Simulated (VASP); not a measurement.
Wanted: the native input for a VASP 6.6.1 run.

| Item | Value |
| --- | --- |
| Task | relaxation of cell and atoms |
| Functional | PBE |
| Potentials or basis | VASP PAW PBE potentials, release 64 (Sn_d, H) |
| Cutoff | 600 eV |
| k mesh | 12 × 12 × 4 |
| Occupations | gaussian, width 0.1 eV |
| Spin | no spin polarisation |
| Dipole correction | no |
| Further INCAR settings | ALGO = Normal; EDIFF = 1e-06; IBRION = 2; EDIFFG = -0.01; NSW = 100; ISIF = 3 |

The structure of Sn2H lies in POSCAR:

```
Sn2H
1.0
    3.3979293486      0.0000000000      0.0000000000
   -1.6989646743      2.9426931361      0.0000000000
    0.0000000000      0.0000000000     12.0145071464
Sn H
4 2
Direct
    0.3333333333      0.6666666667      0.8802164616
    0.6666666667      0.3333333333      0.1197835384
    0.6666666667      0.3333333333      0.3802164616
    0.3333333333      0.6666666667      0.6197835384
    0.3333333333      0.6666666667      0.2500000000
    0.6666666667      0.3333333333      0.7500000000
```

The cell was generated, and may not be a known phase.

These files were run (other wordings do the same):

INCAR

```
PREC = Accurate
ENCUT = 600
EDIFF = 1E-6
ISMEAR = 0
SIGMA = 0.1
LREAL = F
LASPH = T
NELM = 60
ALGO = Normal
ISIF = 3
LWAVE = F
LCHARG = F
GGA = PE
IBRION = 2
NSW = 100
EDIFFG = -0.01
```

KPOINTS

```
Automatic mesh
0
Gamma
  12 12 4
```

Potentials or basis: VASP PAW PBE potentials, release 64 (Sn_d, H).

The run is started by

```sh
$ cat potpaw_PBE.64/Sn_d/POTCAR potpaw_PBE.64/H/POTCAR > POTCAR
$ mpirun -np 1 vasp_std > vasp.out
```

Results of the run:

The relaxed volume is 19.79 Å³/atom and the relaxed cell is a = 3.362 Å, b = 3.362 Å, c = 12.136 Å, α = 90.00°, β = 90.00°, γ = 120.00°. The space group after relaxing (to 0.1 Å) is P6_3/mmc (No. 194) and the energy gained by relaxing is 2.5 meV/atom. The ionic steps are 6. The pressure after relaxing is 0.0 GPa and the largest force after relaxing is 0.008 eV/Å.

Caveat: the highest band is partly filled, so the run has too few bands.

Wall time 20 min on 1 thread of AMD EPYC 7R43 64-Core Processor (Zen 3) (shared host), peak memory 0.37 GiB.
